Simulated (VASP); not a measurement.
# Be (P6_3/mmc) in VASP: further runs, part 3 of 3

VASP 6.6.1.

## 4. Electric field gradients, PBE (z stretched by +4 % at fixed volume)

The input, INCAR:

```
PREC = Accurate ; ENCUT = 520
EDIFF = 1E-8 ; ISMEAR = -1
SIGMA = 0.05 ; LREAL = F
LASPH = T ; NELM = 80
ALGO = Normal ; ISIF = 2
LWAVE = F ; LCHARG = F
GGA = PE ; LEFG = T
NBANDS = 9
```

The input, KPOINTS:

```
regular mesh
0
Gamma
  20 20 11
```

The input, POSCAR:

```
Be
1.0
    2.2548472101      0.0000000000      0.0000000000
   -1.1274236051      1.9527549656      0.0000000000
    0.0000000000      0.0000000000      3.7449360000
Be
2
Direct
    0.3333333333      0.6666666667      0.2500000000
    0.6666666667      0.3333333333      0.7500000000
```

Potentials or basis: VASP PAW PBE potentials, release 64 (Be).

On the command line:

```bash
$ cat potpaw_PBE.64/Be/POTCAR > POTCAR
$ mpirun -np 1 vasp_std > vasp.out
```

OUTCAR:

```text
PREC = Accurate
   ENCUT = 520
   EDIFF = 1E-8
   ISMEAR = -1
   LREAL = F
   LASPH = T
   NELM = 80
   ISIF = 2
   GGA = PE

 ion  position               nearest neighbor table
   1  0.333  0.667  0.250-   2 2.28   2 2.28   2 2.28   2 2.28   2 2.28   2 2.28
   2  0.667  0.333  0.750-   1 2.28   1 2.28   1 2.28   1 2.28   1 2.28   1 2.28

  LATTYP: Found a hexagonal cell.
 ALAT       =     2.2548472101
 C/A-ratio  =     1.6608380307

  Lattice vectors:

 A1 = (   2.2548472101,   0.0000000000,   0.0000000000)
 A2 = (  -1.1274236051,   1.9527549656,   0.0000000000)
 A3 = (   0.0000000000,   0.0000000000,   3.7449360000)

Analysis of symmetry for initial positions (statically):
=====================================================================
 Subroutine PRICEL returns:
 Original cell was already a primitive cell.

 Routine SETGRP: Setting up the symmetry group for a
 hexagonal supercell.

 Subroutine GETGRP returns: Found 24 space group operations
 (whereof 12 operations were pure point group operations)
 out of a pool of 24 trial point group operations.

The static configuration has the point symmetry D_3d.
 The point group associated with its full space group is D_6h.

Analysis of symmetry for dynamics (positions and initial velocities):
=====================================================================
 Subroutine PRICEL returns:
 Original cell was already a primitive cell.

 Routine SETGRP: Setting up the symmetry group for a
 hexagonal supercell.

 Subroutine GETGRP returns: Found 24 space group operations
 (whereof 12 operations were pure point group operations)
 out of a pool of 24 trial point group operations.

The dynamic configuration has the point symmetry D_3d.
 The point group associated with its full space group is D_6h.

 Subroutine INISYM returns: Found 24 space group operations
 (whereof 12 operations are pure point group operations),
 and found     1 'primitive' translations

----------------------------------------------------------------------------------------

                                     Primitive cell

  volume of cell :      16.4896

  direct lattice vectors                    reciprocal lattice vectors
     2.254847210  0.000000000  0.000000000     0.443489029  0.256048510  0.000000000
    -1.127423605  1.952754966  0.000000000     0.000000000  0.512097021  0.000000000
     0.000000000  0.000000000  3.744936000     0.000000000  0.000000000  0.267027260

  length of vectors
     2.254847210  2.254847210  3.744936000     0.512097021  0.512097021  0.267027260

  position of ions in fractional coordinates (direct lattice)
     0.333333333  0.666666667  0.250000000
     0.666666667  0.333333333  0.750000000

  ion indices of the primitive-cell ions
   primitive index   ion index
                 1           1
                 2           2

----------------------------------------------------------------------------------------

 KPOINTS: regular mesh

[... 81 lines left out ...]
   EFERMI =   0.00;   METHOD = LEGACY
   ISMEAR =    -1;   SIGMA  =   0.05  broadening in eV -4-tet -1-fermi 0-gaus
   EFERMI_NEDOS =   21; number of points for ismear=-14 and -15
   IALGO  =     38    algorithm
   IMIX   =      4    mixing-type and parameters
     AMIX     =   0.40;   BMIX     =  1.00
     AMIX_MAG =   1.60;   BMIX_MAG =  1.00
  volume/ion in A,a.u.               =       8.24        55.64
  Fermi-wavevector in a.u.,A,eV,Ry     =   1.020998  1.929407 14.183227  1.042438
  Thomas-Fermi vector in A             =   2.154599
   LORBIT       =      0    0 simple, 1 ext, 2 COOP (PROOUT), +10 PAW based schemes
   GGA     = PE    functional components
   LHFCALC =     F    Hartree Fock is set to
   AEXX    =    0.0000 exact exchange contribution
   IVDW    =     0    specifies the selected vdW correction
   LEPSILON=     F    determine dielectric tensor
   LRPA    =     F    only Hartree local field effects (RPA)
 non-spin polarized calculation
  energy-cutoff  :      520.00
  volume of cell :       16.49
 maximum number of plane-waves:       458
 NGX is ok and might be reduce to    18
   NGX =  9   NGY =  9   NGZ = 13

 number of electron       4.0000000 magnetization

 Free energy of the ion-electron system (eV)
  ---------------------------------------------------
  ext. energy  EPLUGINS =         0.00000000
  ---------------------------------------------------
  free energy    TOTEN  =        -7.48727182 eV

  energy without entropy =       -7.48524702  energy(sigma->0) =       -7.48625942

 E-fermi :   6.7326     XC(G=0): -10.4699

 val. band max:        6.7167270549   @ k =   0.3000   0.2500   0.0000
 cond. band min:       6.7399840538   @ k =   0.3500   0.0000   0.0000
 fundamental gap:      0.0232569989
 Fermi energy:         6.7325929156

 k-point     1 :       0.0000    0.0000    0.0000
  band No.  band energies     occupation
      1      -4.4358      2.00000
      2       1.9419      2.00000
      3       6.7782      0.57297
      4      23.2106      0.00000
      5      23.2106      0.00000
      6      25.6207      0.00000
      7      25.6824      0.00000
      8      25.6824      0.00000
      9      33.4210      0.00000
[... 265 lines left out ...]
 k-point    24 :       0.2500    0.1000    0.0000
  band No.  band energies     occupation
      1      -1.5791      2.00000
      2       5.6202      2.00000
      3       7.4043      0.00000
      4      13.0962      0.00000
      5      16.3016      0.00000
      6      20.1671      0.00000
      7      21.2416      0.00000
      8      23.3821      0.00000
      9      27.2290      0.00000

 [... further k-points ...]

------------------------ aborting loop because EDIFF is reached ----------------------------------------

  FORCE on cell =-STRESS in cart. coord.  units (eV):
  Direction    XX          YY          ZZ          XY          YZ          ZX
  --------------------------------------------------------------------------------------
  -------------------------------------------------------------------------------------
  Total        0.1368656      0.1368656     -1.7519136     -0.0000000     -0.0000000      0.0000000
  in kB       13.2982845     13.2982845   -170.2213378     -0.0000000     -0.0000000      0.0000000
  external PRESSURE =     -47.8749229 kB  Pullay stress =       0.0000000 kB

 VOLUME and BASIS-vectors are now :
 -----------------------------------------------------------------------------
  energy-cutoff  :      520.00
  volume of cell :       16.49
      direct lattice vectors                 reciprocal lattice vectors
     2.254847210  0.000000000  0.000000000     0.443489029  0.256048510  0.000000000
    -1.127423605  1.952754966  0.000000000     0.000000000  0.512097021  0.000000000
     0.000000000  0.000000000  3.744936000     0.000000000  0.000000000  0.267027260

 POSITION                                       TOTAL-FORCE (eV/Angst)
 -----------------------------------------------------------------------------------
     -0.00000      1.30184      0.93623        -0.000000      0.000000      0.000000
      1.12742      0.65092      2.80870         0.000000      0.000000      0.000000
 -----------------------------------------------------------------------------------
    total drift:                                0.000000     -0.000000      0.000000

  FREE ENERGIE OF THE ION-ELECTRON SYSTEM (eV)
  ---------------------------------------------------
  free  energy   TOTEN  =        -7.4872718187 eV

  energy  without entropy=       -7.4852470176  energy(sigma->0) =       -7.48625942

 Electric field gradients (V/A^2)
---------------------------------------------------------------------
 ion       V_xx      V_yy      V_zz      V_xy      V_xz      V_yz
---------------------------------------------------------------------
   1      -0.341    -0.341     0.683     0.000     0.000    -0.000
   2      -0.341    -0.341     0.683     0.000    -0.000     0.000
---------------------------------------------------------------------

 Electric field gradients after diagonalization (V/A^2)
 (convention: |V_zz| > |V_xx| > |V_yy|)
----------------------------------------------------------------------
 ion       V_xx      V_yy      V_zz     asymmetry (V_yy - V_xx)/ V_zz
----------------------------------------------------------------------
   1      -0.341    -0.341     0.683       0.000
   2      -0.341    -0.341     0.683       0.000
----------------------------------------------------------------------

           NMR quadrupolar parameters

 Cq : quadrupolar parameter    Cq=e*Q*V_zz/h
 eta: asymmetry parameters     (V_yy - V_xx)/ V_zz
 Q  : nuclear electric quadrupole moment in mb (millibarn)
----------------------------------------------------------------------
 ion       Cq(MHz)       eta       Q (mb)
----------------------------------------------------------------------
   1       0.002       0.000       1.000
   2       0.002       0.000       1.000
----------------------------------------------------------------------
```

OSZICAR:

```text
N       E                     dE             d eps       ncg     rms          rms(c)
DAV:   1    -0.270829785800E+01   -0.27083E+01   -0.17403E+03  4800   0.360E+02
DAV:   2    -0.748190777797E+01   -0.47736E+01   -0.46168E+01  7331   0.536E+01
DAV:   3    -0.754272969630E+01   -0.60822E-01   -0.60245E-01  5296   0.397E+00
DAV:   4    -0.754283678000E+01   -0.10708E-03   -0.10708E-03  5922   0.173E-01
DAV:   5    -0.754283685035E+01   -0.70358E-07   -0.71046E-07  5237   0.441E-03    0.115E+00
DAV:   6    -0.750347246922E+01    0.39364E-01   -0.45031E-03  5215   0.671E-01    0.702E-01
DAV:   7    -0.748729927230E+01    0.16173E-01   -0.49106E-03  5152   0.705E-01    0.237E-02
DAV:   8    -0.748727264398E+01    0.26628E-04   -0.13055E-05  5192   0.316E-02    0.854E-03
DAV:   9    -0.748727231416E+01    0.32982E-06   -0.24864E-06  5316   0.135E-02    0.111E-03
DAV:  10    -0.748727196901E+01    0.34515E-06   -0.15322E-08  5622   0.105E-03    0.265E-04
DAV:  11    -0.748727182318E+01    0.14583E-06   -0.33423E-09  4080   0.533E-04    0.677E-06
DAV:  12    -0.748727181867E+01    0.45059E-08   -0.91612E-11  2744   0.629E-05
   1 F= -.74872718E+01 E0= -.74862594E+01  d E =-.202480E-02
```

stdout:

```text
POSCAR found type information on POSCAR Be
 POSCAR found :  1 types and       2 ions
 scaLAPACK will be used
 LDA part: xc-table for (Slater+PW92), standard interpolation
 POSCAR, INCAR and KPOINTS ok, starting setup
 FFT: planning ... GRIDC
 FFT: planning ... GRID_SOFT
 FFT: planning ... GRID
 WAVECAR not read
 entering main loop
ion   1

ion   2
```

Wall time 13 s (1 thread of Intel Xeon 6975P-C (Granite Rapids), shared host); peak memory 0.14 GiB.

Results:

| Property | Result |
| --- | --- |
| Free energy | -7.4873 eV |
| Pressure | -4.8 GPa |
| Band gap on the k mesh | zero (bands 2 and 3 overlap by 0.98 eV) |
| Largest electric field gradient by atom | Be +0.7 V/Å² |

Stress tensor (GPa, compression positive):
```
  1.33   0.00   0.00
  0.00   1.33   0.00
  0.00   0.00 -17.02
```

Electric field gradients, principal values (V/Å²):
| atom | least | middle | greatest (by size) |
| --- | --- | --- | --- |
| 1 Be | -0.341 | -0.341 | 0.683 |
| 2 Be | -0.341 | -0.341 | 0.683 |

Caveat: the cell stands under tension; without QUAD_EFG the Cq values of the log hold for a quadrupole moment of 1 mb, not for the nuclei.

## 5. The runs side by side

```tsv
cell	gap on the mesh (eV)	pressure (GPa)
a = 2.268, b = 2.268, c = 3.552 Å, angles 90.0, 90.0, 120.0°, 2 atoms	none	0.1
a = 2.284, b = 2.284, c = 3.577 Å, angles 90.0, 90.0, 120.0°, 2 atoms	none	-2.3
a = 2.255, b = 2.255, c = 3.745 Å, angles 90.0, 90.0, 120.0°, 2 atoms	none	-4.8
```

Alike in all rows: task electric field gradients; level PBE; potentials or basis VASP PAW PBE potentials, release 64 (Be); no spin polarisation; k mesh 20 × 20 × 11; cutoff (eV) 520; smearing fermi-dirac 0.05 eV.

Caveats: the cell stands under tension (at least some runs).

Total energies depend on the potentials used, so only differences within one code and one set of settings carry meaning.
